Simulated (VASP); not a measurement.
# Rh (P6_3/mmc) in VASP: notebook

The runs below take Rh through single point, with PBE.

Program: VASP 6.6.1. These are calculated values, not measurements. Logs are shortened: lines on timing, memory, paths and dates and some standing lists are left out, and cuts for length are marked.

### Step 1. The cell of the first run

Symmetry: P6_3/mmc, No. 194, hexagonal system. The conventional cell has a = 2.725 Å, b = 2.725 Å, c = 4.385 Å, α = 90.00°, β = 90.00°, γ = 120.00°. Rh (site symmetry -6m2) has 12 Rh at 2.70 to 2.72 Å within 3.6 Å.

This isn't the form of Rh at room conditions, which is fcc.

### Step 2. Single point, PBE, collinear spin, ferromagnetic start (14.10 Å³/atom)

Contents of INCAR:

```
SYSTEM = Rh
ALGO = Normal
EDIFF = 1E-6
ENCUT = 500
GGA = PE
GGA_COMPAT = .False.
ISIF = 2
ISMEAR = 0
ISPIN = 2
LASPH = .True.
LCHARG = .True.
LELF = .True.
LMAXMIX = 4
LORBIT = 11
LREAL = .False.
LVHAR = .True.
LWAVE = .False.
MAGMOM = 0.25 0.25
NBANDS = 26
NELM = 200
NUPDOWN = 0.5
PREC = Accurate
SIGMA = 0.15
```

Contents of KPOINTS:

```
k-points
0
Gamma
  21 21 12
  0 0 0
```

Contents of POSCAR:

```
Rh
1.0
    2.7248648789      0.0000000000      0.0000000000
   -1.3624324395      2.3598022070      0.0000000000
    0.0000000000      0.0000000000      4.3851186793
Rh
2
Direct
    0.6666666667      0.3333333333      0.7500000000
    0.3333333333      0.6666666667      0.2500000000
```

Potentials or basis: VASP PAW PBE potentials, release 64 (Rh_pv).

The run is started by

```console
$ cat potpaw_PBE.64/Rh_pv/POTCAR > POTCAR
$ mpirun -np 1 vasp_std > vasp.out
```

OUTCAR:

```text
SYSTEM = Rh
   EDIFF = 1E-6
   ENCUT = 500
   GGA = PE
   ISIF = 2
   ISMEAR = 0
   ISPIN = 2
   LASPH = .True.
   LORBIT = 11
   LREAL = .False.
   NELM = 200
   NUPDOWN = 0.5
   PREC = Accurate

 ion  position               nearest neighbor table
   1  0.667  0.333  0.750-   2 2.70   2 2.70   2 2.70   2 2.70   2 2.70   2 2.70
   2  0.333  0.667  0.250-   1 2.70   1 2.70   1 2.70   1 2.70   1 2.70   1 2.70

  LATTYP: Found a hexagonal cell.
 ALAT       =     2.7248648789
 C/A-ratio  =     1.6092976622

  Lattice vectors:

 A1 = (   2.7248648789,   0.0000000000,   0.0000000000)
 A2 = (  -1.3624324395,   2.3598022070,   0.0000000000)
 A3 = (   0.0000000000,   0.0000000000,   4.3851186793)

Analysis of symmetry for initial positions (statically):
=====================================================================
 Subroutine PRICEL returns:
 Original cell was already a primitive cell.

 Routine SETGRP: Setting up the symmetry group for a
 hexagonal supercell.

 Subroutine GETGRP returns: Found 24 space group operations
 (whereof 12 operations were pure point group operations)
 out of a pool of 24 trial point group operations.

The static configuration has the point symmetry D_3d.
 The point group associated with its full space group is D_6h.

Analysis of symmetry for dynamics (positions and initial velocities):
=====================================================================
 Subroutine PRICEL returns:
 Original cell was already a primitive cell.

 Routine SETGRP: Setting up the symmetry group for a
 hexagonal supercell.

 Subroutine GETGRP returns: Found 24 space group operations
 (whereof 12 operations were pure point group operations)
 out of a pool of 24 trial point group operations.

The dynamic configuration has the point symmetry D_3d.
 The point group associated with its full space group is D_6h.

Analysis of structural, dynamic, and magnetic symmetry:
=====================================================================
 Subroutine PRICEL returns:
 Original cell was already a primitive cell.

 Routine SETGRP: Setting up the symmetry group for a
 hexagonal supercell.

 Subroutine GETGRP returns: Found 24 space group operations
 (whereof 12 operations were pure point group operations)
 out of a pool of 24 trial point group operations.

The overall configuration has the point symmetry D_3d.
 The point group associated with its full space group is D_6h.

 Subroutine INISYM returns: Found 24 space group operations
 (whereof 12 operations are pure point group operations),
 and found     1 'primitive' translations

----------------------------------------------------------------------------------------

                                     Primitive cell
[... 117 lines left out ...]
   LHFCALC =     F    Hartree Fock is set to
   AEXX    =    0.0000 exact exchange contribution
   IVDW    =     0    specifies the selected vdW correction
   LEPSILON=     F    determine dielectric tensor
   LRPA    =     F    only Hartree local field effects (RPA)
 spin polarized calculation
 Gauss-broadening in eV      SIGMA  =   0.15
  energy-cutoff  :      500.00
  volume of cell :       28.20
 maximum number of plane-waves:       744
 NGX is ok and might be reduce to    20
   NGX =  9   NGY =  9   NGZ = 15

 number of electron      30.0000018 magnetization       0.5000000

 Free energy of the ion-electron system (eV)
  ---------------------------------------------------
  ext. energy  EPLUGINS =         0.00000000
  ---------------------------------------------------
  free energy    TOTEN  =       -14.44831367 eV

  energy without entropy =      -14.40844733  energy(sigma->0) =      -14.42838050

 E-fermi :  11.4837     XC(G=0): -13.8680

 val. band max:       11.5818281731   @ k =   0.1905   0.0952   0.3333
 cond. band min:      11.4865565234   @ k =   0.3333   0.2381   0.1667
 fundamental gap:     -0.0952716498
 Fermi energy:        11.5823820891

 spin component 1

 k-point     1 :       0.0000    0.0000    0.0000
  band No.  band energies     occupation
      1     -35.6725      1.00000
      2     -35.0647      1.00000
      3     -35.0647      1.00000
      4     -34.9790      1.00000
      5     -34.9635      1.00000
      6     -34.9635      1.00000
[... 685 lines left out ...]
     25      31.9350      0.00000
     26      31.9362      0.00000

 [... further k-points ...]

 spin component 2

 k-point     1 :       0.0000    0.0000    0.0000
  band No.  band energies     occupation
      1     -35.4608      1.00000
      2     -34.8587      1.00000
      3     -34.8587      1.00000
      4     -34.7628      1.00000
      5     -34.7569      1.00000
      6     -34.7569      1.00000
[... 685 lines left out ...]
     25      32.2575      0.00000
     26      32.3401      0.00000

 [... further k-points ...]

------------------------ aborting loop because EDIFF is reached ----------------------------------------

  FORCE on cell =-STRESS in cart. coord.  units (eV):
  Direction    XX          YY          ZZ          XY          YZ          ZX
  --------------------------------------------------------------------------------------
  -------------------------------------------------------------------------------------
  Total        0.0765486      0.0765486      0.1401431     -0.0000000      0.0000000      0.0000000
  in kB        4.3495645      4.3495645      7.9630668     -0.0000000      0.0000000      0.0000000
  external PRESSURE =       5.5540653 kB  Pullay stress =       0.0000000 kB

 VOLUME and BASIS-vectors are now :
 -----------------------------------------------------------------------------
  energy-cutoff  :      500.00
  volume of cell :       28.20
      direct lattice vectors                 reciprocal lattice vectors
     2.724864879  0.000000000  0.000000000     0.366990675  0.211882165  0.000000000
    -1.362432440  2.359802207  0.000000000     0.000000000  0.423764329  0.000000000
     0.000000000  0.000000000  4.385118679     0.000000000  0.000000000  0.228043999

 POSITION                                       TOTAL-FORCE (eV/Angst)
 -----------------------------------------------------------------------------------
      1.36243      0.78660      3.28884        -0.000000      0.000000      0.000000
     -0.00000      1.57320      1.09628         0.000000     -0.000000      0.000000
 -----------------------------------------------------------------------------------
    total drift:                               -0.000000      0.000000     -0.000000

  FREE ENERGIE OF THE ION-ELECTRON SYSTEM (eV)
  ---------------------------------------------------
  free  energy   TOTEN  =       -14.4483136712 eV

  energy  without entropy=      -14.4084473269  energy(sigma->0) =      -14.42838050

 total charge

# of ion       s       p       d       tot
------------------------------------------
    1        0.399   6.285   7.060  13.744
    2        0.399   6.285   7.060  13.744
--------------------------------------------------
tot          0.798  12.570  14.119  27.488

 magnetization (x)

# of ion       s       p       d       tot
------------------------------------------
    1       -0.001  -0.001   0.252   0.251
    2       -0.001  -0.001   0.252   0.251
--------------------------------------------------
tot         -0.001  -0.002   0.504   0.501
```

OSZICAR:

```text
N       E                     dE             d eps       ncg     rms          rms(c)
DAV:   1     0.329015257889E+03    0.32902E+03   -0.17510E+04 35096   0.128E+03
DAV:   2    -0.685386546603E+01   -0.33587E+03   -0.32170E+03 36094   0.414E+02
DAV:   3    -0.153611001504E+02   -0.85072E+01   -0.84298E+01 39624   0.731E+01
DAV:   4    -0.154156300497E+02   -0.54530E-01   -0.54511E-01 39582   0.588E+00
DAV:   5    -0.154163734159E+02   -0.74337E-03   -0.74309E-03 42030   0.711E-01    0.137E+01
DAV:   6    -0.144779465628E+02    0.93843E+00   -0.16528E+00 37528   0.134E+01    0.486E+00
DAV:   7    -0.144540615929E+02    0.23885E-01   -0.10224E-01 43070   0.202E+00    0.219E+00
DAV:   8    -0.144474753859E+02    0.65862E-02   -0.10796E-02 38262   0.100E+00    0.556E-01
DAV:   9    -0.144483826188E+02   -0.90723E-03   -0.44991E-04 43590   0.207E-01    0.110E-01
DAV:  10    -0.144483150547E+02    0.67564E-04   -0.86163E-05 40188   0.904E-02    0.146E-02
DAV:  11    -0.144483134688E+02    0.15859E-05   -0.40431E-06 40332   0.185E-02    0.120E-02
DAV:  12    -0.144483136712E+02   -0.20237E-06   -0.15466E-06 30408   0.118E-02
   1 F= -.14448314E+02 E0= -.14428380E+02  d E =-.398663E-01  mag=     0.5000
```

It took 2.8 min on 1 thread of Intel Xeon 6975P-C (Granite Rapids), shared host; peak memory 0.38 GiB.

What came out:

```
Free energy                                           : -14.4483 eV
Pressure                                              : 0.6 GPa
Net moment                                            : 0.50 μB per cell
Site moments                                          : Rh +0.25 μB
Valence electrons inside the program's atomic spheres : Rh 13.74
```

Caveat: the total moment is fixed, so each spin has its own Fermi level.

### Step 3. Single point, PBE, collinear spin, ferromagnetic start (11.56 Å³/atom)

This run uses another cell than the first one, of 11.56 Å³/atom.

Contents of INCAR:

```
SYSTEM = Rh
PREC = Accurate
ENCUT = 500
EDIFF = 1E-6
ISMEAR = 0
SIGMA = 0.15
LREAL = .False.
LASPH = .True.
NELM = 200
ALGO = Normal
ISIF = 2
LWAVE = .False.
LCHARG = .False.
ISPIN = 2
MAGMOM = 0.25 0.25
LORBIT = 11
NUPDOWN = 0.5
LMAXMIX = 4
GGA = PE
NBANDS = 26
GGA_COMPAT = .False.
```

Contents of KPOINTS:

```
Automatic mesh
0
Gamma
  21 21 12
  0 0 0
```

Contents of POSCAR:

```
Rh
1.0
    2.5504655491      0.0000000000      0.0000000000
   -1.2752327746      2.2087679570      0.0000000000
    0.0000000000      0.0000000000      4.1044582456
Rh
2
Direct
    0.6666666667      0.3333333333      0.7500000000
    0.3333333333      0.6666666667      0.2500000000
```

Potentials or basis: VASP PAW PBE potentials, release 64 (Rh_pv).

The run is started by

```console
$ cat potpaw_PBE.64/Rh_pv/POTCAR > POTCAR
$ mpirun -np 1 vasp_std > vasp.out
```

OUTCAR:

```text
SYSTEM = Rh
   PREC = Accurate
   ENCUT = 500
   EDIFF = 1E-6
   ISMEAR = 0
   LREAL = .False.
   LASPH = .True.
   NELM = 200
   ISIF = 2
   ISPIN = 2
   LORBIT = 11
   NUPDOWN = 0.5
   GGA = PE

 ion  position               nearest neighbor table
   1  0.667  0.333  0.750-   2 2.53   2 2.53   2 2.53   2 2.53   2 2.53   2 2.53
   2  0.333  0.667  0.250-   1 2.53   1 2.53   1 2.53   1 2.53   1 2.53   1 2.53

  LATTYP: Found a hexagonal cell.
 ALAT       =     2.5504655491
 C/A-ratio  =     1.6092976622

  Lattice vectors:

 A1 = (   2.5504655491,   0.0000000000,   0.0000000000)
 A2 = (  -1.2752327746,   2.2087679570,   0.0000000000)
 A3 = (   0.0000000000,   0.0000000000,   4.1044582456)

Analysis of symmetry for initial positions (statically):
=====================================================================
 Subroutine PRICEL returns:
 Original cell was already a primitive cell.

 Routine SETGRP: Setting up the symmetry group for a
 hexagonal supercell.

 Subroutine GETGRP returns: Found 24 space group operations
 (whereof 12 operations were pure point group operations)
[... 892 lines left out ...]
  band No.  band energies     occupation
      1     -32.5279      1.00000
      2     -31.3615      1.00000
      3     -31.3615      1.00000
      4     -31.1708      1.00000
      5     -31.1708      1.00000
      6     -31.1655      1.00000
[... 685 lines left out ...]
     25      35.9104      0.00000
     26      37.1844      0.00000

 [... further k-points ...]
[... 5 lines left out ...]
  --------------------------------------------------------------------------------------
  -------------------------------------------------------------------------------------
  Total       12.0662889     12.0662889     12.5457919     -0.0000000      0.0000000      0.0000000
  in kB      836.1013139    836.1013139    869.3271935     -0.0000000      0.0000000      0.0000000
  external PRESSURE =     847.1766071 kB  Pullay stress =       0.0000000 kB

 VOLUME and BASIS-vectors are now :
 -----------------------------------------------------------------------------
  energy-cutoff  :      500.00
  volume of cell :       23.12
      direct lattice vectors                 reciprocal lattice vectors
     2.550465549  0.000000000  0.000000000     0.392085280  0.226370542  0.000000000
    -1.275232775  2.208767957  0.000000000     0.000000000  0.452741084  0.000000000
     0.000000000  0.000000000  4.104458246     0.000000000  0.000000000  0.243637513

 POSITION                                       TOTAL-FORCE (eV/Angst)
 -----------------------------------------------------------------------------------
      1.27523      0.73626      3.07834        -0.000000      0.000000      0.000000
     -0.00000      1.47251      1.02611         0.000000     -0.000000      0.000000
 -----------------------------------------------------------------------------------
    total drift:                               -0.000000      0.000000     -0.000000

  FREE ENERGIE OF THE ION-ELECTRON SYSTEM (eV)
  ---------------------------------------------------
  free  energy   TOTEN  =       -13.3355731737 eV

  energy  without entropy=      -13.3063531923  energy(sigma->0) =      -13.32096318

 total charge

# of ion       s       p       d       tot
------------------------------------------
    1        0.492   6.432   7.259  14.183
    2        0.492   6.432   7.259  14.183
--------------------------------------------------
tot          0.985  12.865  14.518  28.367

 magnetization (x)

# of ion       s       p       d       tot
------------------------------------------
    1        0.000   0.001   0.245   0.246
    2        0.000   0.001   0.245   0.246
--------------------------------------------------
tot          0.000   0.002   0.491   0.492
```

Run time: 6.2 min. Hardware: 1 thread of Intel Xeon 8259CL, shared host; peak memory 0.34 GiB.

Results:

- Free energy: -13.3356 eV
- Pressure: 84.7 GPa
- Net moment: 0.50 μB per cell
- Site moments: Rh +0.25 μB
- Valence electrons inside the program's atomic spheres: Rh 14.18

Stress tensor (GPa, compression positive):
```
83.61  0.00  0.00
 0.00 83.61  0.00
 0.00  0.00 86.93
```

Caveat: the cell stands under pressure; the total moment is fixed, so each spin has its own Fermi level.

### Step 4. Single point, PBE, collinear spin, ferromagnetic start (12.41 Å³/atom)

This run uses another cell than the first one, of 12.41 Å³/atom.

Contents of INCAR:

```
SYSTEM = Rh
PREC = Accurate ; ENCUT = 500
EDIFF = 1E-6 ; ISMEAR = 0
SIGMA = 0.15 ; LREAL = .False.
LASPH = .True. ; NELM = 200
ALGO = Normal ; ISIF = 2
LWAVE = .False. ; LCHARG = .False.
ISPIN = 2 ; MAGMOM = 1 1
LORBIT = 11 ; NUPDOWN = 2.0
LMAXMIX = 4 ; GGA = PE
NBANDS = 26 ; GGA_COMPAT = .False.
```

KPOINTS is that of step 3.

Contents of POSCAR:

```
Rh
1.0
    2.6112187483      0.0000000000      0.0000000000
   -1.3056093742      2.2613817708      0.0000000000
    0.0000000000      0.0000000000      4.2022282270
Rh
2
Direct
    0.6666666667      0.3333333333      0.7500000000
    0.3333333333      0.6666666667      0.2500000000
```

The run is started by

```console
$ cat potpaw_PBE.64/Rh_pv/POTCAR > POTCAR
$ mpirun -np 1 vasp_std > vasp.out
```

Wall time 11 min (1 thread of Intel Xeon 8259CL, shared host); peak memory 0.36 GiB.

Results (log left out):

```
Free energy                                           : -13.6746 eV
Pressure                                              : 53.6 GPa
Net moment                                            : 2.00 μB per cell
Site moments                                          : Rh +0.99 μB
Valence electrons inside the program's atomic spheres : Rh 14.01
```

Stress tensor (GPa, compression positive):
```
52.81  0.00  0.00
 0.00 52.81  0.00
 0.00  0.00 55.23
```

Caveat: the cell stands under pressure; the total moment is fixed, so each spin has its own Fermi level.

### Step 5. Summary

| fixed moment (μB) | cell | pressure (GPa) | moment (μB) |
| --- | --- | --- | --- |
| 0.5 | a = 2.725, b = 2.725, c = 4.385 Å, angles 90.0, 90.0, 120.0°, 2 atoms | 0.6 | 0.50 |
| 0.5 | a = 2.550, b = 2.550, c = 4.104 Å, angles 90.0, 90.0, 120.0°, 2 atoms | 84.7 | 0.50 |
| 2.0 | a = 2.611, b = 2.611, c = 4.202 Å, angles 90.0, 90.0, 120.0°, 2 atoms | 53.6 | 2.00 |

Alike in all rows: task single point; level PBE; potentials or basis VASP PAW PBE potentials, release 64 (Rh_pv); spin collinear, ferromagnetic start; k mesh 21 × 21 × 12; cutoff (eV) 500; smearing gaussian 0.15 eV.

Caveats: the total moment is fixed, so each spin has its own Fermi level; the cell stands under pressure (at least some runs).

Total energies depend on the potentials used, so only differences within one code and one set of settings carry meaning.
